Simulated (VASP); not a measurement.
Mg2Sn: single point with r2SCAN

Crystal: Mg2Sn.

```
Sn Mg
1.0
     0.00000    3.34579    3.34579
     3.34579    0.00000    3.34579
     3.34579    3.34579    0.00000
Sn Mg
1 2
Cartesian
  0.0000 0.0000 0.0000
  1.6729 1.6729 1.6729
  5.0187 5.0187 5.0187
```

This cell differs from its parent crystal: volume changed by -3%.

```json
{"Program": "VASP 6.6.1", "Task": "single point", "Functional": "r2SCAN", "Potentials or basis": "VASP PAW PBE potentials, release 64 (Sn_d, Mg)", "Cutoff": "660 eV", "k mesh": "6 × 6 × 6", "Occupations": "fermi-dirac, width 0.02 eV", "Spin": "no spin polarisation", "Dipole correction": "no", "Further INCAR settings": "ALGO = Normal; EDIFF = 1e-06; NBANDS = 16"}
```

* Pressure: 1.3 GPa
* Band gap on the k mesh: 0.23 eV, indirect (least direct gap 2.14 eV)

Levels at points of the mesh, in eV from the valence-band top:
```tsv
k point	band 7	band 8	band 9	band 10	band 11	band 12
(0.00, 0.00, 0.00)	0.00	0.00	0.00	2.19	2.45	2.45
(0.50, 0.00, 0.00)	-5.07	-0.89	-0.89	1.24	2.50	2.50
(0.50, 0.50, 0.00)	-4.81	-2.26	-2.26	0.23	0.38	8.02
```

It took 75 s on 1 thread of AMD EPYC 9R45 96-Core Processor (Zen 5) (shared host), peak memory 0.24 GiB.

Caveat: the PAW data sets were made with another functional, which shifts forces and pressure a little; spin-orbit coupling is left out, which moves the levels of the heavy elements. A k mesh can miss the band edges.
